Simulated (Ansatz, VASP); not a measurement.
# Two plane-wave programs on Mn

```
Mn
1.0
     0.00000    1.73005    1.73005
     1.73005    0.00000    1.73005
     1.73005    1.73005    0.00000
Mn
1
Direct
  0.00000 0.00000 0.00000
```

Alike in both runs: functional PBEsol; k mesh 20 × 20 × 20; occupations gaussian, width 0.1 eV; no spin polarisation.

Ansatz relaxed the structure, and its values are those at the end. VASP's run is a single point on that final structure, the one shown.

|  | VASP | Ansatz |
| --- | --- | --- |
| version | VASP 6.6.1 | Ansatz 0.2.0 |
| potentials or method | VASP PAW PBE potentials, release 64 (Mn_pv), cutoff 520 eV | scalar-relativistic, plane waves, PAW |
| valence electrons in the cell | 13 | 15 |

```tsv
	VASP	Ansatz	Ansatz less VASP
gap on the k mesh at the Fermi level (eV)	none	none	-
pressure (GPa)	0.0	0.0	+0.04
```

VASP's potentials were made for PBE, not for PBEsol. A gap of «none» marks a metal or a gap that the smearing closes. VASP's potentials hold 13 valence electrons a cell and Ansatz's 15, so a difference there can come from the potentials and not from the codes.
